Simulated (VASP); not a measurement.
Input of a VASP 6.6.1 run:

POSCAR

```
Ru
1.0
    2.7109615491      0.0000000000      0.0000000000
   -1.3554807746      2.3477615702      0.0000000000
    0.0000000000      0.0000000000      4.2776162149
Ru
2
Direct
    0.3333333333      0.6666666667      0.2500000000
    0.6666666667      0.3333333333      0.7500000000
```

Contents of INCAR.step1:

```
SYSTEM = Ru
  ALGO = Normal
  EDIFF = 1E-4
  ENCUT = 520
  GGA = PE
  ISMEAR = 0
  LASPH = .TRUE.
  LCHARG = .FALSE.
  LREAL = .FALSE.
  LWAVE = .TRUE.
  NBANDS = 21
  NELM = 60
  PREC = Accurate
  SIGMA = 0.1
```

File INCAR.step2:

```
SYSTEM = Ru
  ALGO = Normal
  EDIFF = 1E-7
  ENCUT = 520
  ISIF = 2
  ISMEAR = 0
  ISTART = 1
  LASPH = .TRUE.
  LCHARG = .FALSE.
  LMIXTAU = .TRUE.
  LREAL = .FALSE.
  LWAVE = .FALSE.
  METAGGA = R2SCAN
  NBANDS = 21
  NELM = 60
  PREC = Accurate
  SIGMA = 0.1
```

KPOINTS

```
k-points
0
G
  18 18 10
  0 0 0
```

Potentials or basis: VASP PAW PBE potentials, release 64 (Ru_pv).

Command:

```console
$ cat potpaw_PBE.64/Ru_pv/POTCAR > POTCAR
$ cp INCAR.step1 INCAR
$ mpirun -np 1 vasp_std > vasp.out
$ cp INCAR.step2 INCAR
$ mpirun -np 1 vasp_std > vasp.out
```

Question: What does it give for the band gap on the k mesh?

Answer: Zero (band 14 reaches 14.22 eV, above the bottom of band 15 at 10.97 eV).

Question: Predict the pressure.

Answer: -1.5 GPa.

Stress tensor (GPa, compression positive):
```
-1.58  0.00  0.00
 0.00 -1.58  0.00
 0.00  0.00 -1.42
```

Caveat: the PAW data sets were made with another functional, which shifts forces and pressure a little.
